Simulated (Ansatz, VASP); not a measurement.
Mo: VASP beside Ansatz

The input INCAR:

```
SYSTEM = Mo
ALGO = Fast
EDIFF = 1E-7
ENCUT = 520
GGA = PE
ISIF = 2
ISMEAR = 0
LASPH = .True.
LCHARG = .False.
LREAL = .False.
LWAVE = .False.
NBANDS = 13
NELM = 80
PREC = Accurate
SIGMA = 0.15
```

KPOINTS

```
k-points
0
Gamma
  22 22 22
  0 0 0
```

File POSCAR:

```
Mo
1.0
   -1.4453200000      1.4453200000      1.4453200000
    1.4453200000     -1.4453200000      1.4453200000
    1.4453200000      1.4453200000     -1.4453200000
Mo
1
Direct
    0.0000000000      0.0000000000      0.0000000000
```

Input for Ansatz:

```yaml
crystal:
  lattice:
    - [-1.44532, 1.44532, 1.44532]
    - [1.44532, -1.44532, 1.44532]
    - [1.44532, 1.44532, -1.44532]
  atoms:
    - { symbol: Mo, position: [0.0, 0.0, 0.0] }
basis:
  ecutwfc: 420
kpoints:
  mp_grid: { grid: [22, 22, 22] }
hamiltonian:
  xc: pbe
scf:
  occupations: { method: gaussian, width: 0.15 }
output:
  forces: true
  stress: true
  eigenvalues: true
```

Change from the starting cell: strain -0.080 along x and y, -0.080 along z, atoms carried along.

Alike in both runs: task single point; functional PBE; k mesh 22 × 22 × 22; occupations gaussian, width 0.15 eV; no spin polarisation.

|  | VASP | Ansatz |
| --- | --- | --- |
| version | VASP 6.6.1 | Ansatz 0.2.0 |
| potentials or method | VASP PAW PBE potentials, release 64 (Mo_sv), cutoff 520 eV | scalar-relativistic, plane waves, PAW |
| valence electrons in the cell | 14 | 14 |

VASP gave:

| Quantity | Value |
| --- | --- |
| gap on the k mesh at the Fermi level (eV) | none |
| pressure (GPa) | 121.9 |

What did Ansatz give for the same quantities?

gap on the k mesh at the Fermi level (eV): none; pressure (GPa): 120.1.

A gap of «none» marks a metal or a gap that the smearing closes. Both programs put the cell under a high pressure, so it lies far from rest at this level.

Noted on VASP's run: the cell as given lies far from equilibrium.
